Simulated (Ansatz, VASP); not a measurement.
## Two plane-wave programs on KI

```
K I
1.0
     4.29120    0.00000    0.00000
     0.00000    4.29120    0.00000
     0.00000    0.00000    4.41993
K I
1 1
Direct
  0.00000 0.00000 0.00000
  0.50000 0.50000 0.50000
```

Change from the starting cell: strain +0.000 along x and y, +0.030 along z, atoms carried along.

Alike in both runs: task single point; functional PBE; k mesh 6 × 6 × 6; occupations gaussian, width 0.05 eV; no spin polarisation.

```csv
,VASP,Ansatz
version,VASP 6.6.1,Ansatz 0.2.0
potentials or method,"VASP PAW PBE potentials, release 64 (K_sv, I), cutoff 520 eV","scalar-relativistic, plane waves, PAW"
valence electrons in the cell,16,26
```

VASP gave:

* gap on the k mesh at the Fermi level (eV): 3.19
* least direct gap on the mesh (eV): 3.52
* pressure (GPa): 0.1
* traceless stress, the component that is largest in VASP (GPa): -0.56

Task: Estimate Ansatz's values.

Result: gap on the k mesh at the Fermi level (eV): 3.20; least direct gap on the mesh (eV): 3.53; pressure (GPa): 0.1; traceless stress, the component that is largest in VASP (GPa): -0.56.

VASP's potentials hold 16 valence electrons a cell and Ansatz's 26, so a difference there can come from the potentials and not from the codes.

Spin-orbit coupling is off throughout.
